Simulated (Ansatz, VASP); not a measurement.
**Mn: VASP beside Ansatz**

```xyz
1
Lattice="-1.3745 1.3745 1.3745 1.3745 -1.3745 1.3745 1.3745 1.3745 -1.3745" Properties=species:S:1:pos:R:3 pbc="T T T"
Mn    0.0000    0.0000    0.0000
```

Alike in both runs: task relaxation of cell and atoms; functional PBEsol; k mesh 22 × 22 × 22; occupations gaussian, width 0.1 eV; no spin polarisation.

|  | VASP | Ansatz |
| --- | --- | --- |
| version | VASP 6.6.1 | Ansatz 0.2.0 |
| potentials or method | VASP PAW PBE potentials, release 64 (Mn_pv), cutoff 600 eV | scalar-relativistic, plane waves, PAW |
| valence electrons in the cell | 13 | 15 |

|  | VASP | Ansatz | Ansatz less VASP |
| --- | --- | --- | --- |
| gap on the k mesh at the Fermi level, each at its own relaxed structure (eV) | none | none | - |
| relaxed volume (Å³/atom) | 10.39 | 10.39 | 0.000 |
| relaxed cell length with the largest relative difference (Å) | 2.381 | 2.381 | 0.0000 |

VASP's potentials were made for PBE, not for PBEsol. A gap of «none» marks a metal or a gap that the smearing closes. VASP's potentials hold 13 valence electrons a cell and Ansatz's 15, so a difference there can come from the potentials and not from the codes.

Noted on VASP's run: the relaxation stopped at its first step, so nothing moved.
